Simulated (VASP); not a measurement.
# Sc (P6_3/mmc) in VASP: relaxation of cell and atoms with PBE

Aim: the relaxation of cell and atoms of Sc with PBE.

Program: VASP 6.6.1. These are calculated values, not measurements. Logs are shortened: lines on timing, memory, paths and dates and some standing lists are left out, and cuts for length are marked.

### Step 1. The cell of the first run

The structure is hexagonal, space group P6_3/mmc (No. 194). The conventional cell has a = 2.433 Å, b = 2.433 Å, c = 7.907 Å, α = 90.00°, β = 90.00°, γ = 120.00°. Sc (site symmetry -3m) has 12 Sc at 2.42 to 2.43 Å within 3.2 Å. Sc (site symmetry -6m2) has 12 Sc at 2.42 to 2.43 Å within 3.2 Å.

### Step 2. Relaxation of cell and atoms, PBE, target pressure 160 GPa, at which the enthalpy is minimised

INCAR reads:

```
PREC     = Accurate       # precision mode
ENCUT    = 500            # plane-wave cutoff, eV
EDIFF    = 1E-7           # SCF threshold, eV
ISMEAR   = -1             # smearing method
SIGMA    = 0.1            # smearing width, eV
LREAL    = F              # projectors in reciprocal space
LASPH    = T              # aspherical terms in the spheres
NELM     = 120            # most SCF steps
ALGO     = Normal         # electronic algorithm
ISIF     = 3              # what is computed and relaxed
LWAVE    = F              # write WAVECAR
LCHARG   = F              # write CHGCAR
GGA      = PE             # functional
IBRION   = 2              # ionic algorithm
NSW      = 60             # ionic steps
EDIFFG   = -0.005         # ionic threshold
PSTRESS  = 1600.0       
GGA_COMPAT= F            
NELMIN   = 4
```

KPOINTS reads:

```
Automatic mesh
0
Gamma
  15 15 4
```

POSCAR reads:

```
Sc
1.0
    2.4328203443      0.0000000000      0.0000000000
   -1.2164101721      2.1068842210      0.0000000000
    0.0000000000      0.0000000000      7.9066661188
Sc
4
Direct
    0.0000000000      0.0000000000      0.0000000000
    0.0000000000      0.0000000000      0.5000000000
    0.3333333333      0.6666666667      0.2500000000
    0.6666666667      0.3333333333      0.7500000000
```

Potentials or basis: VASP PAW PBE potentials, release 64 (Sc_sv).

Run with:

```
> cat potpaw_PBE.64/Sc_sv/POTCAR > POTCAR
> mpirun -np 1 vasp_std > vasp.out
```

OUTCAR:

```text
PREC = Accurate
   ENCUT = 500
   EDIFF = 1E-7
   ISMEAR = -1
   LREAL = F
   LASPH = T
   NELM = 120
   ISIF = 3
   GGA = PE
   IBRION = 2
   NSW = 60
   EDIFFG = -0.005
   PSTRESS = 1600.0
   NELMIN = 4

 ion  position               nearest neighbor table
   1  0.000  0.000  0.000-   3 2.42   4 2.42   3 2.42   4 2.42   4 2.42   3 2.42
   2  0.000  0.000  0.500-   3 2.42   4 2.42   3 2.42   4 2.42   4 2.42   3 2.42
   3  0.333  0.667  0.250-   1 2.42   2 2.42   1 2.42   2 2.42   1 2.42   2 2.42
   4  0.667  0.333  0.750-   1 2.42   2 2.42   1 2.42   2 2.42   1 2.42   2 2.42

  LATTYP: Found a hexagonal cell.
 ALAT       =     2.4328203443
 C/A-ratio  =     3.2499999999

  Lattice vectors:

 A1 = (   2.4328203443,   0.0000000000,   0.0000000000)
 A2 = (  -1.2164101721,   2.1068842210,   0.0000000000)
 A3 = (   0.0000000000,   0.0000000000,   7.9066661188)

Analysis of symmetry for initial positions (statically):
=====================================================================
 Subroutine PRICEL returns:
 Original cell was already a primitive cell.

 Routine SETGRP: Setting up the symmetry group for a
 hexagonal supercell.

 Subroutine GETGRP returns: Found 24 space group operations
 (whereof 12 operations were pure point group operations)
 out of a pool of 24 trial point group operations.

The static configuration has the point symmetry D_3d.
 The point group associated with its full space group is D_6h.

Analysis of symmetry for dynamics (positions and initial velocities):
=====================================================================
 Subroutine PRICEL returns:
 Original cell was already a primitive cell.

 Routine SETGRP: Setting up the symmetry group for a
 hexagonal supercell.

 Subroutine GETGRP returns: Found 24 space group operations
 (whereof 12 operations were pure point group operations)
 out of a pool of 24 trial point group operations.

The dynamic configuration has the point symmetry D_3d.
 The point group associated with its full space group is D_6h.

 Subroutine INISYM returns: Found 24 space group operations
 (whereof 12 operations are pure point group operations),
 and found     1 'primitive' translations

----------------------------------------------------------------------------------------

                                     Primitive cell

  volume of cell :      40.5270

  direct lattice vectors                    reciprocal lattice vectors
     2.432820344  0.000000000  0.000000000     0.411045560  0.237317265  0.000000000
    -1.216410172  2.106884221  0.000000000     0.000000000  0.474634529  0.000000000
[... 103 lines left out ...]
   EFERMI =   0.00;   METHOD = LEGACY
   ISMEAR =    -1;   SIGMA  =   0.10  broadening in eV -4-tet -1-fermi 0-gaus
   EFERMI_NEDOS =   21; number of points for ismear=-14 and -15
   IALGO  =     38    algorithm
   IMIX   =      4    mixing-type and parameters
     AMIX     =   0.40;   BMIX     =  1.00
     AMIX_MAG =   1.60;   BMIX_MAG =  1.00
  volume/ion in A,a.u.               =      10.13        68.37
  Fermi-wavevector in a.u.,A,eV,Ry     =   1.682588  3.179630 38.519468  2.831101
  Thomas-Fermi vector in A             =   2.765940
   LORBIT       =      0    0 simple, 1 ext, 2 COOP (PROOUT), +10 PAW based schemes
   GGA     = PE    functional components
   LHFCALC =     F    Hartree Fock is set to
   AEXX    =    0.0000 exact exchange contribution
   IVDW    =     0    specifies the selected vdW correction
   LEPSILON=     F    determine dielectric tensor
   LRPA    =     F    only Hartree local field effects (RPA)
 conjugate gradient relaxation of ions
 non-spin polarized calculation
  energy-cutoff  :      500.00
  volume of cell :       40.53
 maximum number of plane-waves:      1056
 NGX is ok and might be reduce to    18
   NGX =  9   NGY =  9   NGZ = 29

--------------------------------------- Ionic step        1  -------------------------------------------

 number of electron      43.9999992 magnetization

 Free energy of the ion-electron system (eV)
  ---------------------------------------------------
  ext. energy  EPLUGINS =         0.00000000
  ---------------------------------------------------
  free energy    TOTEN  =        -8.11216192 eV

  energy without entropy =       -8.02236884  energy(sigma->0) =       -8.06726538

------------------------ aborting loop because EDIFF is reached ----------------------------------------

  FORCE on cell =-STRESS in cart. coord.  units (eV):
  Direction    XX          YY          ZZ          XY          YZ          ZX
  --------------------------------------------------------------------------------------
  -------------------------------------------------------------------------------------
  Total       42.1127593     42.1127593     39.9485153      0.0000000     -0.0000000      0.0000000
  in kB     1664.8693990   1664.8693990   1579.3090225      0.0000000     -0.0000000      0.0000000
  external PRESSURE =      36.3492735 kB  Pullay stress =    1600.0000000 kB
[... 103 lines left out ...]
  energy  without entropy=       -8.7063598167  energy(sigma->0) =       -8.75035439

  enthalpy is  TOTEN    =        32.3430255543 eV   P V=       41.1373745078

[... ionic steps 4 to 7 ...]

--------------------------------------- Ionic step        8  -------------------------------------------

 number of electron      44.0000002 magnetization

------------------------ aborting loop because EDIFF is reached ----------------------------------------
[... 75 lines left out ...]
--------------------------------------- Ionic step       10  -------------------------------------------

 number of electron      44.0000002 magnetization

 Free energy of the ion-electron system (eV)
  ---------------------------------------------------
  ext. energy  EPLUGINS =         0.00000000
  ---------------------------------------------------
  free energy    TOTEN  =        -8.49029317 eV

  energy without entropy =       -8.40491816  energy(sigma->0) =       -8.44760566

 E-fermi :  10.8908     XC(G=0): -14.1335

 val. band max:       10.8853264373   @ k =   0.3333   0.2667   0.2500
 cond. band min:      10.9232512058   @ k =   0.1333   0.0667   0.2500
 fundamental gap:      0.0379247684
 Fermi energy:        10.8907509472

 k-point     1 :       0.0000    0.0000    0.0000
  band No.  band energies     occupation
      1     -38.3842      2.00000
      2     -37.6077      2.00000
      3     -37.5852      2.00000
      4     -36.6917      2.00000
      5     -18.8310      2.00000
      6     -16.4556      2.00000
[... 685 lines left out ...]
     25      11.8899      0.00009
     26      12.5318      0.00000

 [... further k-points ...]
[... 5 lines left out ...]
  --------------------------------------------------------------------------------------
  -------------------------------------------------------------------------------------
  Total       40.8260325     40.8260325     40.8211612      0.0000000      0.0000000     -0.0000000
  in kB     1600.1983703   1600.1983702   1600.0074354      0.0000002      0.0000000     -0.0000000
  external PRESSURE =       0.1347253 kB  Pullay stress =    1600.0000000 kB
[... 23 lines left out ...]
  energy  without entropy=       -8.4049181566  energy(sigma->0) =       -8.44760566

  enthalpy is  TOTEN    =        32.3306783276 eV   P V=       40.8209714955

 reached required accuracy - stopping structural energy minimisation
```

OSZICAR:

```text
N       E                     dE             d eps       ncg     rms          rms(c)
DAV:   1     0.826945798636E+03    0.82695E+03   -0.19429E+04  4212   0.205E+03
DAV:   2     0.556804912452E+02   -0.77127E+03   -0.76545E+03  5844   0.916E+02
DAV:   3    -0.561984004453E+01   -0.61300E+02   -0.59320E+02  6658   0.323E+02
DAV:   4    -0.864320662232E+01   -0.30234E+01   -0.28887E+01  6900   0.610E+01
[... 97 lines left out ...]
DAV:   2    -0.849030176148E+01    0.73814E-05   -0.20203E-04  6454   0.222E-01    0.219E-02
DAV:   3    -0.849029342490E+01    0.83366E-05   -0.15174E-05  6772   0.573E-02    0.771E-03
DAV:   4    -0.849029325908E+01    0.16582E-06   -0.19878E-06  5750   0.196E-02    0.336E-03
DAV:   5    -0.849029319523E+01    0.63851E-07   -0.10078E-06  5078   0.161E-02    0.167E-03
DAV:   6    -0.849029316790E+01    0.27328E-07   -0.12262E-07  2494   0.591E-03
  10 F= 0.32330678E+02 E0= 0.32373366E+02  d E =-.348117E-05
```

It took 7.7 min on 1 thread of Intel Xeon Platinum 8259CL at 2.50GHz (Skylake/Cascade Lake), shared host; peak memory 0.19 GiB.

What came out:

```yaml
Free_energy: -8.4903 eV
Relaxed_volume: 10.22 Å³/atom
Relaxed_cell: a = 2.468 Å, b = 2.468 Å, c = 7.752 Å, α = 90.00°, β = 90.00°, γ = 120.00°
Space_group_after_relaxing_to_0.05_Å: P6_3/mmc (No. 194)
Energy_change_on_relaxing_the_enthalpy_is_what_falls: -94.5 meV/atom
Ionic_steps: 10
Pressure_after_relaxing: 160.0 GPa
Band_gap_on_the_k_mesh: zero (band 22 reaches 12.67 eV, above the bottom of band 23 at 10.42 eV)
```

Step by step:
| step | energy change (eV) | largest force (eV/Å) | pressure (GPa) | volume (Å³) |
| --- | --- | --- | --- | --- |
| 1 | 0.0000 | 0.0000 | 163.63 | 40.53 |
| 2 | -1.3509 | 0.0000 | 150.87 | 41.88 |
| 3 | -0.6822 | 0.0000 | 157.18 | 41.19 |
| 4 | -0.3329 | 0.0000 | 160.42 | 40.83 |
| 5 | -0.4016 | 0.0000 | 159.79 | 40.90 |
| 6 | -0.4076 | 0.0000 | 159.74 | 40.91 |
| 7 | -0.3385 | 0.0000 | 160.39 | 40.84 |
| 8 | -0.3872 | 0.0000 | 159.93 | 40.89 |
| 9 | -0.3853 | 0.0000 | 159.95 | 40.88 |
| 10 | -0.3781 | 0.0000 | 160.01 | 40.88 |

Final structure:
```
Sc
1.0
     2.46756    0.00000    0.00000
    -1.23378    2.13697    0.00000
     0.00000    0.00000    7.75191
Sc
4
Direct
  0.00000 0.00000 0.00000
  0.00000 0.00000 0.50000
  0.33333 0.66667 0.25000
  0.66667 0.33333 0.75000
```

Caveat: the cell is relaxed towards a set pressure, so the enthalpy falls and the energy may rise.
